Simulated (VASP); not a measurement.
Write the native input for VASP 6.6.1 that does the following.

```
Task                   : single point
Functional             : PBE
Potentials or basis    : VASP PAW PBE potentials, release 64 (B, C)
Cutoff                 : 520 eV
k mesh                 : 6 × 6 × 4
Occupations            : gaussian, width 0.1 eV
Spin                   : no spin polarisation
Dipole correction      : no
Further INCAR settings : ALGO = Normal; EDIFF = 1e-06; NBANDS = 16
```

The structure of B3C2 lies in POSCAR:

```
B3C2
1.0
    2.7285893392      0.0000000027      0.0000000000
   -1.3642946719      2.3630276829      0.0000000000
    0.0000000000      0.0000000000      7.0804714419
B C
3 2
Direct
    0.6666666667      0.3333333333      0.7672310774
    0.6666666667      0.3333333333      0.2327689226
    0.6666666667      0.3333333333      0.0000000000
    0.3333333333      0.6666666667      0.7690597105
    0.3333333333      0.6666666667      0.2309402895
```

The cell was built from a structure type or drawn by symmetry, and may not be a known phase.

These files were run (other wordings do the same):

INCAR

```
SYSTEM = B3C2
  PREC = Accurate
  ENCUT = 520
  EDIFF = 1E-6
  ISMEAR = 0
  SIGMA = 0.1
  LREAL = .False.
  LASPH = .True.
  NELM = 100
  ALGO = Normal
  ISIF = 2
  LWAVE = .False.
  LCHARG = .True.
  GGA = PE
  LELF = .True.
  LVHAR = .True.
  NBANDS = 16
```

KPOINTS

```
regular mesh
0
Gamma
  6 6 4
  0 0 0
```

Potentials or basis: VASP PAW PBE potentials, release 64 (B, C).

Launch:

```bash
$ cat potpaw_PBE.64/B/POTCAR potpaw_PBE.64/C/POTCAR > POTCAR
$ mpirun -np 1 vasp_std > vasp.out
```

It gave:

```yaml
Pressure: 0.2 GPa
Largest_force: 0.021 eV/Å
Band_gap_on_the_k_mesh: zero (an odd number of electrons rules out a gap without spin polarisation)
```

Caveat: the k points lie up to 0.44 Å⁻¹ apart, too coarse for converged energies and pressures of a metal; this functional lacks dispersion, which binds the layers, so the pressure and a relaxed spacing across them are unreliable.

Wall time 23 s on 1 thread of AMD EPYC 7R13, with other jobs on the host, peak memory 0.12 GiB.
